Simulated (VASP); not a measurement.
## Ba: single point with PBE

The system is Ba.

```
Ba
1.0
     3.52496    0.00000    0.00000
    -1.76248    3.05270    0.00000
     0.00000    0.00000   11.31854
Ba
4
Direct
  0.00000 0.00000 0.00000
  0.00000 0.00000 0.50000
  0.33333 0.66667 0.25000
  0.66667 0.33333 0.75000
```

This isn't the form of Ba at room conditions, which is bcc.

```yaml
Program: VASP 6.6.1
Task: single point
Functional: PBE
Potentials_or_basis: VASP PAW PBE potentials, release 64 (Ba_sv)
Cutoff: 520 eV
k_mesh: 10 × 10 × 3
Occupations: fermi-dirac, width 0.05 eV
Spin: no spin polarisation
```

```yaml
Pressure: 16.5 GPa
Band_gap_on_the_k_mesh: zero (bands 20 and 21 overlap by 1.30 eV)
```

Stress tensor (GPa, compression positive):
```
16.43  0.00  0.00
 0.00 16.43  0.00
 0.00  0.00 16.57
```

Levels at points of the mesh, in eV from the Fermi level:
```tsv
k point	band 18	band 19	band 20	band 21	band 22	band 23
(0.00, 0.00, 0.00)	-1.43	-0.78	-0.76	1.93	1.93	2.07
(0.50, 0.00, 0.00)	-1.95	-1.43	-0.81	-0.33	0.47	0.61
```

Run time: 2 min on 1 thread of Oxide Virtual Turin-like Processor, with other jobs on the host, peak memory 0.23 GiB.

Caveat: the cell stands under pressure; spin-orbit coupling is left out, which moves the levels of the heavy elements.
